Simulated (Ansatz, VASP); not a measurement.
Two plane-wave programs on SiC

INCAR

```
SYSTEM = SiC
PREC = Accurate ; ENCUT = 600
EDIFF = 1E-6 ; ISMEAR = 0
SIGMA = 0.01 ; LREAL = .FALSE.
LASPH = .TRUE. ; NELM = 100
ALGO = Normal ; ISIF = 3
LWAVE = .FALSE. ; LCHARG = .FALSE.
GGA = PE ; IBRION = 2
NSW = 80 ; EDIFFG = -0.005
```

KPOINTS

```
regular mesh
0
G
  10 10 3
  0 0 0
```

File POSCAR:

```
SiC
1.0
    3.0756941000      0.0000000000      0.0000000000
   -1.5378471000      2.6636293000      0.0000000000
    0.0000000000      0.0000000000     10.0706465000
Si C
4 4
Direct
    0.6666666700      0.3333333300      0.9378419800
    0.3333333300      0.6666666700      0.4378419800
    0.0000000000      0.0000000000      0.6878943800
    0.0000000000      0.0000000000      0.1878943800
    0.6666666700      0.3333333300      0.7498025900
    0.3333333300      0.6666666700      0.2498025900
    0.0000000000      0.0000000000      0.5004600500
    0.0000000000      0.0000000000      0.0004600500
```

Input for Ansatz:

```yaml
crystal:
  lattice:
    - [3.0756941, 0.0, 0.0]
    - [-1.5378471, 2.6636293, 0.0]
    - [0.0, 0.0, 10.0706465]
  atoms:
    - { symbol: Si, position: [0.66666667, 0.33333333, 0.93784198] }
    - { symbol: Si, position: [0.33333333, 0.66666667, 0.43784198] }
    - { symbol: Si, position: [0.0, 0.0, 0.68789438] }
    - { symbol: Si, position: [0.0, 0.0, 0.18789438] }
    - { symbol: C, position: [0.66666667, 0.33333333, 0.74980259] }
    - { symbol: C, position: [0.33333333, 0.66666667, 0.24980259] }
    - { symbol: C, position: [0.0, 0.0, 0.50046005] }
    - { symbol: C, position: [0.0, 0.0, 0.00046005] }
basis:
  ecutwfc: 420
  xc_grid: 2
hamiltonian:
  xc: pbe
  pseudopotentials: { kind: paw, azcp: { folder: soft_1 } }
kpoints:
  mp_grid: { grid: [10, 10, 3] }
scf:
  occupations: { method: fixed }
  max_iter: 100
relax:
  f_tol: 0.005
  max_steps: 60
  cell: {}
output:
  forces: true
  stress: true
checkpoint:
  write: "../cell.run"
  compress: false
  write_wavefunctions: false
  write_every: 100000
```

Alike in both runs: task relaxation of cell and atoms; functional PBE; k mesh 10 × 10 × 3; no spin polarisation.

|  | VASP | Ansatz |
| --- | --- | --- |
| version | VASP 6.6.1 | Ansatz 0.2.0 |
| potentials or method | VASP PAW PBE potentials, release 64 (Si, C), cutoff 600 eV | plane-wave PAW DFT |
| occupations | gaussian, width 0.01 eV | fixed |
| valence electrons in the cell | 32 | 32 |

VASP gave:

- relaxed volume (Å³/atom): 10.49
- relaxed cell length with the largest relative difference (Å): 3.093

Problem. Estimate Ansatz's values.

Solution. Relaxed volume (Å³/atom): 10.50; relaxed cell length with the largest relative difference (Å): 3.094.
